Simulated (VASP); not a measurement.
Input of a VASP 6.6.1 run:

INCAR

```
PREC = Accurate
ENCUT = 600
EDIFF = 1E-6
ISMEAR = 0
SIGMA = 0.1
LREAL = False
LASPH = True
NELM = 80
ALGO = Normal
ISIF = 3
LWAVE = False
LCHARG = False
GGA = PE
IBRION = 2
NSW = 100
EDIFFG = -0.005
```

File KPOINTS:

```
regular mesh
0
Gamma
  12 12 12
```

POSCAR

```
K
1.0
   -2.6975585200      2.6975585200      2.6975585200
    2.6975585200     -2.6975585200      2.6975585200
    2.6975585200      2.6975585200     -2.6975585200
K
1
Direct
    0.0000000000      0.0000000000      0.0000000000
```

Potentials or basis: VASP PAW PBE potentials, release 64 (K_sv).

Run with:

```sh
$ cat potpaw_PBE.64/K_sv/POTCAR > POTCAR
$ mpirun -np 1 vasp_std > vasp.out
```

Q: What does it give for the relaxed volume?

A: 73.71 Å³/atom.

Q: Predict the space group after relaxing (to 0.05 Å).

A: Im-3m (No. 229).

Final structure:
```
K
1.0
    -2.64131    2.64131    2.64131
     2.64131   -2.64131    2.64131
     2.64131    2.64131   -2.64131
K
1
Direct
  0.00000 0.00000 0.00000
```
